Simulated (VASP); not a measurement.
Runs of VASP 6.6.1 on CdSe. The structure is that of space group F-43m (No. 216), or close to it. The cells are those of the table. 

```csv
task,level,potentials or basis,cell,k mesh,cutoff (eV),grid for exact exchange (PRECFOCK),share of exact exchange,screening parameter,gap on the mesh (eV),pressure (GPa),relaxed volume (Å³/atom)
single point,LDA,"VASP PAW LDA potentials, release 64 (Cd, Se)","a = 4.249 Å, angles 60.0°, 2 atoms",6 × 6 × 6,520,-,-,-,0.43,0.5,-
relaxation of cell and atoms,HSE06,"VASP PAW PBE potentials, release 64 (Cd, Se)","relaxed from a = 4.339 Å, angles 60.0°, 2 atoms",4 × 4 × 4,600,Normal,0.25,0.2079 1/Å,1.48,0.0,(b)
single point,HSE06,"VASP PAW PBE potentials, release 64 (Cd, Se)","a = 4.349 Å, angles 60.0°, 2 atoms",4 × 4 × 4,520,Normal,0.25,0.2079 1/Å,1.48,0.1,-
relaxation of cell and atoms,LDA,"VASP PAW LDA potentials, release 64 (Cd, Se)","relaxed from a = 4.382 Å, angles 60.0°, 2 atoms",6 × 6 × 6,600,-,-,-,(c),0.0,(a)
relaxation of cell and atoms,r2SCAN,"VASP PAW PBE potentials, release 64 (Cd, Se)","relaxed from a = 4.382 Å, angles 60.0°, 2 atoms",6 × 6 × 6,600,-,-,-,1.02,0.0,28.95
```

Alike in all rows: no spin polarisation; smearing fermi-dirac 0.02 eV.

Task: Fill in the values left out.

Result: (a) 27.31; (b) 29.16; (c) 0.42.

Caveats: some runs use coarse meshes; the PAW data sets were made with another functional, which shifts forces and pressure a little (at least some runs); semilocal functionals underestimate gaps, and a narrow one can read as zero (at least some runs).

A k mesh can miss the band edges, and the runs leave out spin-orbit coupling on Cd, Se.
